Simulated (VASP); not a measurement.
The system is CuO.

```
CELL_PARAMETERS angstrom
1.97761 -2.13910 0.00000
1.97761 2.13910 0.00000
0.00000 0.00000 5.12132
ATOMIC_POSITIONS crystal
Cu 0.50000 0.00000 0.00000
Cu 0.00000 0.50000 0.50000
O 0.50000 0.50000 0.25000
O 0.50000 0.50000 0.75000
```

Base run:

* Program: VASP 6.6.1
* Functional: RPBE
* Potentials or basis: VASP PAW PBE potentials, release 64 (Cu_sv_GW, O)
* Cutoff: 820 eV
* k mesh: 9 × 9 × 5
* Occupations: fermi-dirac, width 0.05 eV
* Spin: no spin polarisation

Its results: band gap on the k mesh zero (bands 25 and 26 overlap by 0.86 eV); pressure 9.2 GPa.

**Question.** The run is repeated on the same cell with these changes: functional from RPBE to PBEsol. What comes out?

**Answer.** Band gap on the k mesh zero (bands 25 and 26 overlap by 0.89 eV); pressure -3.8 GPa.

PBEsol binds more tightly than RPBE, so the same cell stands under less pressure.

Caveats: the PAW data sets were made with another functional, which shifts forces and pressure a little; semilocal functionals often make such compounds metallic where correlation or magnetic order opens a gap, which also shifts bond lengths; the cell stands under pressure (at least some runs); the cell stands under tension (at least some runs).
